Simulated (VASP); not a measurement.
# I (Fmmm) in VASP: notebook

The runs below take I through relaxation of shape and atoms at fixed volume, with PBEsol.

Program: VASP 6.6.1. These are calculated values, not measurements. Logs are shortened: lines on timing, memory, paths and dates and some standing lists are left out, and cuts for length are marked.

## Step 1: The cell of the first run

The structure is orthorhombic, space group Fmmm (No. 69). Conventional cell: a = 4.524 Å, b = 4.540 Å, c = 7.611 Å, α = 90.00°, β = 90.00°, γ = 90.00°. Within 4.2 Å of I (site symmetry mmm) lie 4 I at 3.20 Å.

## Step 2: Relaxation of shape and atoms at fixed volume, PBEsol (39.08 Å³/atom)

File INCAR:

```
PREC = Accurate
ENCUT = 600
EDIFF = 1E-7
ISMEAR = 0
SIGMA = 0.1
LREAL = False
LASPH = True
NELM = 80
ALGO = Normal
ISIF = 4
LWAVE = False
LCHARG = False
GGA = PS
IBRION = 2
NSW = 50
EDIFFG = -0.01
```

File KPOINTS:

```
regular mesh
0
Gamma
  14 14 14
```

File POSCAR:

```
I
1.0
    0.0000000000      2.2701852812      3.8054443838
    2.2621027562      0.0000000000      3.8054443838
    2.2621027562      2.2701852812      0.0000000000
I
1
Direct
    0.0000000000      0.0000000000      0.0000000000
```

Potentials or basis: VASP PAW PBE potentials, release 64 (I).

Started as:

```console
$ cat potpaw_PBE.64/I/POTCAR > POTCAR
$ mpirun -np 1 vasp_std > vasp.out
```

OUTCAR:

```text
PREC = Accurate
   ENCUT = 600
   EDIFF = 1E-7
   ISMEAR = 0
   LREAL = False
   LASPH = True
   NELM = 80
   ISIF = 4
   GGA = PS
   IBRION = 2
   NSW = 50
   EDIFFG = -0.01

 ion  position               nearest neighbor table
   1  0.000  0.000  0.000-

  LATTYP: Found a face centered orthorhombic cell.
 ALAT       =     4.5242055124
 B/A-ratio  =     1.0035730141
 C/A-ratio  =     1.6822597353

  Lattice vectors:

 A1 = (   0.0000000000,   2.2701852812,   3.8054443838)
 A2 = (   2.2621027562,   0.0000000000,   3.8054443838)
 A3 = (   2.2621027562,   2.2701852812,   0.0000000000)

Analysis of symmetry for initial positions (statically):
=====================================================================
 Subroutine PRICEL returns:
 Original cell was already a primitive cell.

 Routine SETGRP: Setting up the symmetry group for a
 face centered orthorhombic supercell.

 Subroutine GETGRP returns: Found  8 space group operations
 (whereof  8 operations were pure point group operations)
 out of a pool of  8 trial point group operations.

The static configuration has the point symmetry D_2h.

Analysis of symmetry for dynamics (positions and initial velocities):
=====================================================================
 Subroutine PRICEL returns:
 Original cell was already a primitive cell.

 Routine SETGRP: Setting up the symmetry group for a
 face centered orthorhombic supercell.

 Subroutine GETGRP returns: Found  8 space group operations
 (whereof  8 operations were pure point group operations)
 out of a pool of  8 trial point group operations.

The dynamic configuration has the point symmetry D_2h.

 Subroutine INISYM returns: Found  8 space group operations
 (whereof  8 operations are pure point group operations),
 and found     1 'primitive' translations

----------------------------------------------------------------------------------------

                                     Primitive cell

  volume of cell :      39.0849

  direct lattice vectors                    reciprocal lattice vectors
     0.000000000  2.270185281  3.805444384    -0.221033284  0.220246340  0.131390700
     2.262102756  0.000000000  3.805444384     0.221033284 -0.220246340  0.131390700
     2.262102756  2.270185281  0.000000000     0.221033284  0.220246340 -0.131390700

  length of vectors
[... 87 lines left out ...]
   ISYM   =      2    0-nonsym 1-usesym 2-fastsym
   POTIM  = 0.5000    time-step for ionic-motion
   TEBEG  =    0.0;   TEEND  =   0.0 temperature during run
   PSTRESS=    0.0 pullay stress
   NELECT =       7.0000    total number of electrons
   NUPDOWN=      -1.0000    fix difference up-down
   EMIN   =  10.00;   EMAX   =-10.00  energy-range for DOS
   EFERMI =   0.00;   METHOD = LEGACY
   ISMEAR =     0;   SIGMA  =   0.10  broadening in eV -4-tet -1-fermi 0-gaus
   EFERMI_NEDOS =   21; number of points for ismear=-14 and -15
   IALGO  =     38    algorithm
   IMIX   =      4    mixing-type and parameters
     AMIX     =   0.40;   BMIX     =  1.00
     AMIX_MAG =   1.60;   BMIX_MAG =  1.00
  volume/ion in A,a.u.               =      39.08       263.76
  Fermi-wavevector in a.u.,A,eV,Ry     =   0.922793  1.743827 11.586011  0.851548
  Thomas-Fermi vector in A             =   2.048359
   LORBIT       =      0    0 simple, 1 ext, 2 COOP (PROOUT), +10 PAW based schemes
   GGA     = PS    functional components
   LHFCALC =     F    Hartree Fock is set to
   AEXX    =    0.0000 exact exchange contribution
   IVDW    =     0    specifies the selected vdW correction
   LEPSILON=     F    determine dielectric tensor
   LRPA    =     F    only Hartree local field effects (RPA)
 conjugate gradient relaxation of ions
 non-spin polarized calculation
 Gauss-broadening in eV      SIGMA  =   0.10
  energy-cutoff  :      600.00
  volume of cell :       39.08
 maximum number of plane-waves:      1326
   NGX = 17   NGY = 17   NGZ = 13

--------------------------------------- Ionic step        1  -------------------------------------------

 number of electron       7.0000000 magnetization

 Free energy of the ion-electron system (eV)
  ---------------------------------------------------
  ext. energy  EPLUGINS =         0.00000000
  ---------------------------------------------------
  free energy    TOTEN  =        -1.67926143 eV

  energy without entropy =       -1.67700705  energy(sigma->0) =       -1.67813424

------------------------ aborting loop because EDIFF is reached ----------------------------------------

  FORCE on cell =-STRESS in cart. coord.  units (eV):
  Direction    XX          YY          ZZ          XY          YZ          ZX
  --------------------------------------------------------------------------------------
  -------------------------------------------------------------------------------------
  Total       -0.3108735     -0.3150559     -0.0224080      0.0000000      0.0000000      0.0000000
  in kB      -12.7433983    -12.9148436     -0.9185556      0.0000000      0.0000000      0.0000000
  external PRESSURE =      -8.8589325 kB  Pullay stress =       0.0000000 kB
[... 57 lines left out ...]
--------------------------------------- Ionic step        3  -------------------------------------------

 number of electron       7.0000000 magnetization

 Free energy of the ion-electron system (eV)
  ---------------------------------------------------
  ext. energy  EPLUGINS =         0.00000000
  ---------------------------------------------------
  free energy    TOTEN  =        -1.68161974 eV

  energy without entropy =       -1.67951208  energy(sigma->0) =       -1.68056591

 E-fermi :   3.9173     XC(G=0):  -8.5988

 val. band max:        3.9094871337   @ k =   0.4286   0.0714   0.1429
 cond. band min:       3.9181658498   @ k =  -0.2143   0.1429   0.1429
 fundamental gap:      0.0086787161
 Fermi energy:         3.9172956366

 k-point     1 :       0.0000    0.0000    0.0000
  band No.  band energies     occupation
      1     -10.3436      2.00000
      2       1.7558      2.00000
      3       4.7881      0.00000
      4       4.8012      0.00000
      5       8.0854      0.00000
      6      11.1745      0.00000
      7      12.0098      0.00000
[... 221 lines left out ...]
 k-point    24 :       0.2857    0.1429    0.0000
  band No.  band energies     occupation
      1     -10.0275      2.00000
      2       0.8613      2.00000
      3       2.9615      2.00000
      4       4.8743      0.00000
      5      10.2574      0.00000
      6      11.4399      0.00000
      7      13.3196      0.00000

 [... further k-points ...]
[... 5 lines left out ...]
  --------------------------------------------------------------------------------------
  -------------------------------------------------------------------------------------
  Total       -0.0589621     -0.0602970     -0.0623929     -0.0000000      0.0000000      0.0000000
  in kB       -2.4169870     -2.4717075     -2.5576235     -0.0000000      0.0000000      0.0000000
  external PRESSURE =      -2.4821060 kB  Pullay stress =       0.0000000 kB
[... 16 lines left out ...]
  FREE ENERGIE OF THE ION-ELECTRON SYSTEM (eV)
  ---------------------------------------------------
  free  energy   TOTEN  =        -1.6816197413 eV

  energy  without entropy=       -1.6795120833  energy(sigma->0) =       -1.68056591

 reached required accuracy - stopping structural energy minimisation
```

OSZICAR:

```text
N       E                     dE             d eps       ncg     rms          rms(c)
DAV:   1     0.241537302324E+02    0.24154E+02   -0.27022E+03  6006   0.796E+02
DAV:   2    -0.861098284048E+00   -0.25015E+02   -0.24223E+02  8092   0.101E+02
DAV:   3    -0.170477494265E+01   -0.84368E+00   -0.84020E+00  7469   0.224E+01
[... 20 lines left out ...]
DAV:   2    -0.168262004633E+01    0.17179E-02   -0.29904E-03  7210   0.473E-01    0.107E-01
DAV:   3    -0.168168870670E+01    0.93134E-03   -0.14855E-03  7308   0.237E-01    0.369E-02
DAV:   4    -0.168161665770E+01    0.72049E-04   -0.24239E-04  7819   0.101E-01    0.202E-02
DAV:   5    -0.168161970464E+01   -0.30469E-05   -0.66664E-06  7035   0.231E-02    0.792E-03
DAV:   6    -0.168161974134E+01   -0.36700E-07   -0.11679E-07  8288   0.283E-03
   3 F= -.16816197E+01 E0= -.16805659E+01  d E =-.235831E-02
```

CONTCAR:

```text
I
   1.00000000000000
     0.0000000000000000    2.2514624669832775    3.8676281317592038
     2.2442415037882943    0.0000000000000000    3.8676281317592038
     2.2442415037882943    2.2514624669832775    0.0000000000000000
  I
     1
Direct
     0.0000000000000000    0.0000000000000000    0.0000000000000000

  0.00000000E+00  0.00000000E+00  0.00000000E+00
```

Wall time 3.2 min (1 thread of Intel Xeon Platinum 8488C (Sapphire Rapids), shared host); peak memory 0.3 GiB.

Results:

```
Free energy               : -1.6816 eV
Energy gained by relaxing : 2.4 meV/atom
Ionic steps               : 3
Pressure after relaxing   : -0.2 GPa
Band gap on the k mesh    : zero (an odd number of electrons rules out a gap without spin polarisation)
```

Step by step:
| step | energy change (eV) | largest force (eV/Å) | pressure (GPa) | volume (Å³) |
| --- | --- | --- | --- | --- |
| 1 | 0.0000 | 0.0000 | -0.89 | 39.08 |
| 2 | -0.0019 | 0.0000 | -0.52 | 39.08 |
| 3 | -0.0024 | 0.0000 | -0.25 | 39.08 |

Final structure:
```xyz
1
Lattice="0.0000 2.2515 3.8676 2.2442 0.0000 3.8676 2.2442 2.2515 0.0000" Properties=species:S:1:pos:R:3 pbc="T T T"
I     0.0000    0.0000    0.0000
```

Caveat: the PAW data sets were made with another functional, which shifts forces and pressure a little; spin-orbit coupling is left out, which moves the levels of the heavy elements; an odd number of electrons without spin polarisation forces a metal; a magnetic or distorted state may lie lower.

## Step 3: Relaxation of shape and atoms at fixed volume, PBEsol (40.22 Å³/atom)

This run uses another cell than the first one, of 40.22 Å³/atom.

File INCAR:

```
SYSTEM = I
ALGO     = Normal         ! electronic algorithm
EDIFF    = 1E-6           ! SCF threshold, eV
EDIFFG   = -0.01          ! ionic threshold
ENCUT    = 600            ! plane-wave cutoff, eV
GGA      = PS             ! functional
IBRION   = 2              ! ionic algorithm
ISIF     = 4              ! what is computed and relaxed
ISMEAR   = 0              ! smearing method
LASPH    = .True.         ! aspherical terms in the spheres
LCHARG   = .False.        ! write CHGCAR
LREAL    = .False.        ! projectors in reciprocal space
LWAVE    = .False.        ! write WAVECAR
NELM     = 100            ! most SCF steps
NSW      = 50             ! ionic steps
PREC     = Accurate       ! precision mode
SIGMA    = 0.1            ! smearing width, eV
```

File KPOINTS:

```
k-points
0
Gamma
  14 14 14
  0 0 0
```

File POSCAR:

```
I
1.0
    0.0000000000      2.2732119010      3.9039149357
    2.2662477456      0.0000000000      3.9039149357
    2.2662477456      2.2732119010      0.0000000000
I
1
Direct
    0.0000000000      0.0000000000      0.0000000000
```

Potentials or basis: VASP PAW PBE potentials, release 64 (I).

Started as:

```console
$ cat potpaw_PBE.64/I/POTCAR > POTCAR
$ mpirun -np 1 vasp_std > vasp.out
```

Run time: 2.4 min. Hardware: 1 thread of Intel Xeon Platinum 8488C (Sapphire Rapids), shared host; peak memory 0.3 GiB.

It converged, with:

```
Free energy               : -1.6792 eV
Energy gained by relaxing : 2.3 meV/atom
Ionic steps               : 3
Pressure after relaxing   : -0.4 GPa
Band gap on the k mesh    : zero (an odd number of electrons rules out a gap without spin polarisation)
```

The path:
```csv
step,energy change (eV),largest force (eV/Å),pressure (GPa),volume (Å³)
1,0.0000,0.0000,-1.04,40.22
2,-0.0018,0.0000,-0.70,40.22
3,-0.0023,0.0000,-0.42,40.22
```

Final structure:
```yaml
crystal:
  lattice:
    - [0.00000, 2.25492, 3.96641]
    - [2.24863, 0.00000, 3.96641]
    - [2.24863, 2.25492, 0.00000]
  atoms:
    - { symbol: I, position: [0.00000, 0.00000, 0.00000] }
```

Levels at points of the mesh, in eV from the Fermi level:
```
           k point  band 2  band 3  band 4  band 5  band 6  band 7
(0.00, 0.00, 0.00)   -2.28    0.85    0.86    4.06    7.23    8.02
(0.50, 0.00, 0.00)   -5.58   -1.93    1.83    4.43    9.33   10.16
(0.50, 0.50, 0.00)   -4.32    0.65    0.66    6.76    7.17   10.17
(0.50, 0.00, 0.50)   -4.39   -4.09   -0.70    3.53    5.97    9.55
(0.00, 0.50, 0.50)   -4.36   -4.12   -0.71    3.53    5.94    9.57
```

Caveat: the PAW data sets were made with another functional, which shifts forces and pressure a little; spin-orbit coupling is left out, which moves the levels of the heavy elements; an odd number of electrons without spin polarisation forces a metal; a magnetic or distorted state may lie lower.
